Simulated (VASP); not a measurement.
# MoS2 (P1) in VASP: single point with PBE

Aim: the single point of MoS2 with PBE.

Everything below comes from runs of VASP 6.6.1. Logs are shortened: lines on timing, memory, paths and dates and some standing lists are left out, and cuts for length are marked.

### 1 The cell of the first run

The typed cell holds 3 atoms: a = 6.415 Å, b = 6.415 Å, c = 6.415 Å, α = 28.52°, β = 28.52°, γ = 28.52°.

### 2 Single point, PBE

INCAR reads:

```
ALGO     = Normal         # electronic algorithm
EDIFF    = 1E-6           # SCF threshold, eV
ENCUT    = 520            # plane-wave cutoff, eV
GGA      = PE             # functional
ISIF     = 2              # what is computed and relaxed
ISMEAR   = -1             # smearing method
LASPH    = True           # aspherical terms in the spheres
LCHARG   = False          # write CHGCAR
LREAL    = False          # projectors in reciprocal space
LWAVE    = False          # write WAVECAR
NBANDS   = 20             # bands
NELM     = 60             # most SCF steps
PREC     = Accurate       # precision mode
SIGMA    = 0.1            # smearing width, eV
```

KPOINTS reads:

```
k-points
0
Gamma
  9 9 9
```

POSCAR reads:

```
MoS2
1.0
    1.5800000000      0.9122134300      6.1500000000
   -1.5800000000      0.9122134300      6.1500000000
    0.0000000000     -1.8244268500      6.1500000000
Mo S
1 2
Direct
    0.0316455696     -0.0316455696      0.0000000000
    0.2500000000      0.2500000000      0.2500000000
    0.4170000000      0.4170000000      0.4170000000
```

Potentials or basis: VASP PAW PBE potentials, release 64 (Mo_sv, S).

Launch:

```sh
$ cat potpaw_PBE.64/Mo_sv/POTCAR potpaw_PBE.64/S/POTCAR > POTCAR
$ mpirun -np 1 vasp_std > vasp.out
```

OUTCAR:

```text
EDIFF = 1E-6
   ENCUT = 520
   GGA = PE
   ISIF = 2
   ISMEAR = -1
   LASPH = True
   LREAL = False
   NELM = 60
   PREC = Accurate

 ion  position               nearest neighbor table
   1  0.032  0.968  0.000-   2 2.32   3 2.32   2 2.39   3 2.39   2 2.45   3 2.46
   2  0.250  0.250  0.250-   1 2.32   1 2.39   1 2.45
   3  0.417  0.417  0.417-   1 2.32   1 2.39   1 2.46

  LATTYP: Found a trigonal (rhomboedric) cell.
 ALAT       =     6.4149071187
 COS(alpha) =     0.8786713332

  Lattice vectors:

 A1 = (   1.5800000000,   0.9122134300,   6.1500000000)
 A2 = (  -1.5800000000,   0.9122134300,   6.1500000000)
 A3 = (   0.0000000000,  -1.8244268500,   6.1500000000)

Analysis of symmetry for initial positions (statically):
=====================================================================
 Subroutine PRICEL returns:
 Original cell was already a primitive cell.

 Routine SETGRP: Setting up the symmetry group for a
 trigonal (rhombohedral) supercell.

 Subroutine GETGRP returns: Found  1 space group operations
 (whereof  1 operations were pure point group operations)
 out of a pool of 12 trial point group operations.

The static configuration has the point symmetry C_1 .

Analysis of symmetry for dynamics (positions and initial velocities):
=====================================================================
 Subroutine PRICEL returns:
 Original cell was already a primitive cell.

 Routine SETGRP: Setting up the symmetry group for a
 trigonal (rhombohedral) supercell.

 Subroutine GETGRP returns: Found  1 space group operations
 (whereof  1 operations were pure point group operations)
 out of a pool of 12 trial point group operations.

The dynamic configuration has the point symmetry C_1 .

 Subroutine INISYM returns: Found  1 space group operations
 (whereof  1 operations are pure point group operations),
 and found     1 'primitive' translations

----------------------------------------------------------------------------------------

                                     Primitive cell

  volume of cell :      53.1839

  direct lattice vectors                    reciprocal lattice vectors
     1.580000000  0.912213430  6.150000000     0.316455696  0.182705781  0.054200542
    -1.580000000  0.912213430  6.150000000    -0.316455696  0.182705781  0.054200542
     0.000000000 -1.824426850  6.150000000     0.000000000 -0.365411562  0.054200542

  length of vectors
[... 82 lines left out ...]
   ENCUT  =  520.0 eV  38.22 Ry    6.18 a.u.  11.93 11.93 11.93*2*pi/ulx,y,z
   NELM   =     60;   NELMIN=  2; NELMDL= -5     # of ELM steps
   EDIFF  = 0.1E-05   stopping-criterion for ELM
   LREAL  =      F    real-space projection
   EDIFFG = 0.1E-04   stopping-criterion for IOM
   NSW    =      0    number of steps for IOM
   IBRION =     -1    ionic relax: 0-MD 1-quasi-New 2-CG
   NFREE  =      0    steps in history (QN), initial steepest desc. (CG)
   ISIF   =      2    stress and relaxation
   ISYM   =      2    0-nonsym 1-usesym 2-fastsym
   POTIM  = 0.5000    time-step for ionic-motion
   TEBEG  =    0.0;   TEEND  =   0.0 temperature during run
   PSTRESS=    0.0 pullay stress
   NELECT =      26.0000    total number of electrons
   NUPDOWN=      -1.0000    fix difference up-down
   EMIN   =  10.00;   EMAX   =-10.00  energy-range for DOS
   EFERMI =   0.00;   METHOD = LEGACY
   ISMEAR =    -1;   SIGMA  =   0.10  broadening in eV -4-tet -1-fermi 0-gaus
   EFERMI_NEDOS =   21; number of points for ismear=-14 and -15
   IALGO  =     38    algorithm
   IMIX   =      4    mixing-type and parameters
     AMIX     =   0.40;   BMIX     =  1.00
     AMIX_MAG =   1.60;   BMIX_MAG =  1.00
  volume/ion in A,a.u.               =      17.73       119.63
  Fermi-wavevector in a.u.,A,eV,Ry     =   1.289652  2.437089 22.629252  1.663203
  Thomas-Fermi vector in A             =   2.421532
   LORBIT       =      0    0 simple, 1 ext, 2 COOP (PROOUT), +10 PAW based schemes
   GGA     = PE    functional components
   LHFCALC =     F    Hartree Fock is set to
   AEXX    =    0.0000 exact exchange contribution
   IVDW    =     0    specifies the selected vdW correction
   LEPSILON=     F    determine dielectric tensor
   LRPA    =     F    only Hartree local field effects (RPA)
 non-spin polarized calculation
  energy-cutoff  :      520.00
  volume of cell :       53.18
 maximum number of plane-waves:      1448
   NGX = 23   NGY = 23   NGZ = 23

 number of electron      25.9999998 magnetization

 Free energy of the ion-electron system (eV)
  ---------------------------------------------------
  ext. energy  EPLUGINS =         0.00000000
  ---------------------------------------------------
  free energy    TOTEN  =       -21.68345219 eV

  energy without entropy =      -21.68309860  energy(sigma->0) =      -21.68327539

 E-fermi :   7.9882     XC(G=0): -10.8252

 val. band max:        7.6303154262   @ k =   0.4444   0.4444   0.4444
 cond. band min:       8.5788722905   @ k =   0.1111   0.0000  -0.2222
 fundamental gap:      0.9485568643
 Fermi energy:         7.9882242526

 k-point     1 :       0.0000    0.0000    0.0000
  band No.  band energies     occupation
      1     -53.9050      2.00000
      2     -28.0810      2.00000
      3     -27.8589      2.00000
      4     -27.8281      2.00000
      5      -7.4624      2.00000
      6      -5.7418      2.00000
[... 541 lines left out ...]
     19      16.0271      0.00000
     20      16.3341      0.00000

 [... further k-points ...]

------------------------ aborting loop because EDIFF is reached ----------------------------------------

  FORCE on cell =-STRESS in cart. coord.  units (eV):
  Direction    XX          YY          ZZ          XY          YZ          ZX
  --------------------------------------------------------------------------------------
  -------------------------------------------------------------------------------------
  Total        1.6066609      1.6521583      2.6103346     -0.7595692      0.0007591     -0.0102192
  in kB       48.4010627     49.7716819     78.6369836    -22.8822137      0.0228691     -0.3078555
  external PRESSURE =      58.9365761 kB  Pullay stress =       0.0000000 kB

 VOLUME and BASIS-vectors are now :
 -----------------------------------------------------------------------------
  energy-cutoff  :      520.00
  volume of cell :       53.18
      direct lattice vectors                 reciprocal lattice vectors
     1.580000000  0.912213430  6.150000000     0.316455696  0.182705781  0.054200542
    -1.580000000  0.912213430  6.150000000    -0.316455696  0.182705781  0.054200542
     0.000000000 -1.824426850  6.150000000     0.000000000 -0.365411562  0.054200542

 POSITION                                       TOTAL-FORCE (eV/Angst)
 -----------------------------------------------------------------------------------
     -1.48000      0.91221      6.15000        -2.114463      0.050824      0.087008
      0.00000      0.00000      4.61250         1.063703     -0.026780     -0.627350
      0.00000      0.00000      7.69365         1.050760     -0.024045      0.540341
 -----------------------------------------------------------------------------------
    total drift:                               -0.000024      0.000007      0.000068

  FREE ENERGIE OF THE ION-ELECTRON SYSTEM (eV)
  ---------------------------------------------------
  free  energy   TOTEN  =       -21.6834521862 eV

  energy  without entropy=      -21.6830985975  energy(sigma->0) =      -21.68327539
```

Run time: 23 min. Hardware: 1 thread of Intel Xeon 8259CL, shared host; peak memory 0.58 GiB.

Results:

```yaml
Free_energy: -21.6835 eV
Pressure: 5.9 GPa
Largest_force: 2.117 eV/Å
Band_gap_on_the_k_mesh: 0.95 eV (least direct gap 1.61 eV)
```

Forces in eV/Å, atoms in the order of the input:
```
Mo  -2.114  0.051  0.087
S    1.064 -0.027 -0.627
S    1.051 -0.024  0.540
```

Levels at points of the mesh, in eV from the valence-band top:
| k point | band 9 | band 10 | band 11 | band 12 | band 13 | band 14 | band 15 | band 16 | band 17 | band 18 |
| --- | --- | --- | --- | --- | --- | --- | --- | --- | --- | --- |
| (0.00, 0.00, 0.00) | -3.32 | -2.76 | -1.85 | -1.23 | -1.15 | 1.53 | 2.20 | 2.58 | 2.64 | 5.62 |

Caveat: the cell stands under pressure; an odd mesh through Γ misses points on the zone boundary, where band edges can lie; forces of over 1 eV/Å act on the atoms, so gaps and moduli don't describe the material at rest.
